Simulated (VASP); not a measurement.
Runs of VASP 6.6.1 on YAl3N4. The structure is that of space group Pm-3m (No. 221), or close to it. The cells are those of the table. 

| task | cell | k mesh | cutoff (eV) | smearing | gap on the mesh (eV) | pressure (GPa) | relaxed volume (Å³/atom) |
| --- | --- | --- | --- | --- | --- | --- | --- |
| relaxation of cell and atoms | relaxed from a = 4.817 Å, 8 atoms | 4 × 4 × 4 | 600 | gaussian 0.1 eV | 1.37 | -0.4 | 10.55 |
| single point | a = 4.817 Å, 8 atoms | 4 × 4 × 4 | 520 | gaussian 0.1 eV | (a) | -30.3 | - |
| relaxation of cell and atoms | relaxed from a = 4.387 Å, 8 atoms | 6 × 6 × 6 | 600 | gaussian 0.02 eV | 1.38 | 0.0 | (b) |
| single point | a = 4.387 Å, 8 atoms | 4 × 4 × 4 | 520 | gaussian 0.1 eV | 1.37 | -0.3 | - |

Alike in all rows: level PBE; potentials or basis VASP PAW PBE potentials, release 64 (Y_sv, Al, N); no spin polarisation.

Task: Estimate the missing entries.

Result: (a) none; (b) 10.53.

Caveats: the volume moved by over 15 % at a fixed basis, so the end points are rough (at least some runs); the cell stands under tension (at least some runs); semilocal functionals underestimate gaps, and a narrow one can read as zero (at least some runs).

A k mesh can miss the band edges, and the runs leave out spin-orbit coupling on Y.
